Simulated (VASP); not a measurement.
# FeO (Wuestite): single point with PBE

FeO (Wuestite):

```
Fe O
1.0
     0.00000    2.15540    2.15540
     2.15540    0.00000    2.15540
     2.15540    2.15540    0.00000
Fe O
1 1
Direct
  0.00000 0.00000 0.00000
  0.50000 0.50000 0.50000
```

- Program: VASP 6.6.1
- Task: single point
- Functional: PBE
- Potentials or basis: VASP PAW PBE potentials, release 64 (Fe, O)
- Cutoff: 600 eV
- k mesh: 10 × 10 × 10
- Occupations: fermi-dirac, width 0.05 eV
- Spin: collinear spin, ferrimagnetic start
- Starting moments: [2.18, -0.02] μB
- Fixed moment: 2.1 μB
- Dipole correction: no
- Further INCAR settings: ALGO = Normal; EDIFF = 1e-06; NBANDS = 18

```yaml
Pressure: -18.1 GPa
Net_moment: 2.10 μB per cell
Site_moments: Fe +2.10; O -0.02 μB
Valence_electrons_inside_the_program's_atomic_spheres: Fe 6.83; O 4.93
```

It took 37 s on 1 thread of AMD EPYC 9R45 (Zen 5), with other jobs on the host, peak memory 0.13 GiB.

Caveat: the total moment is fixed, so each spin has its own Fermi level; a cell with one magnetic atom can't hold antiferromagnetic order, which such compounds often take.
